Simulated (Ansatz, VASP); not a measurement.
**Be3CdSe4: VASP beside Ansatz**

```xyz
8
Lattice="5.5035 0.0000 0.0000 0.0000 5.5035 0.0000 0.0000 0.0000 8.8386" Properties=species:S:1:pos:R:3 pbc="T T T"
Be    0.0000    0.0000    4.4193
Be    2.7518    2.7518    6.7733
Be    2.7518    2.7518    2.0653
Cd    2.7518    2.7518    4.4193
Se    2.7518    2.7518    0.0000
Se    0.0000    2.7518    0.0000
Se    2.7518    0.0000    0.0000
Se    0.0000    0.0000    0.0000
```

Alike in both runs: functional PBE; k mesh 3 × 3 × 2; occupations gaussian, width 0.15 eV; no spin polarisation.

Ansatz relaxed the structure, and its values are those at the end. VASP's run is a single point on that final structure, the one shown.

|  | VASP | Ansatz |
| --- | --- | --- |
| version | VASP 6.6.1 | Ansatz 0.2.0 |
| potentials or method | VASP PAW PBE potentials, release 64 (Be, Cd, Se), cutoff 600 eV | scalar-relativistic, plane waves, PAW |
| valence electrons in the cell | 42 | 90 |

Ansatz gave:

* gap on the k mesh at the Fermi level (eV): none
* pressure (GPa): 0.0
* rms of the force components (eV/Å): 0.010

Estimate VASP's values.

gap on the k mesh at the Fermi level (eV): none; pressure (GPa): 0.0; rms of the force components (eV/Å): 0.007.

A gap of «none» marks a metal or a gap that the smearing closes. VASP's potentials hold 42 valence electrons a cell and Ansatz's 90, so a difference there can come from the potentials and not from the codes.

The k mesh is coarse, so the values compare programs but aren't converged.
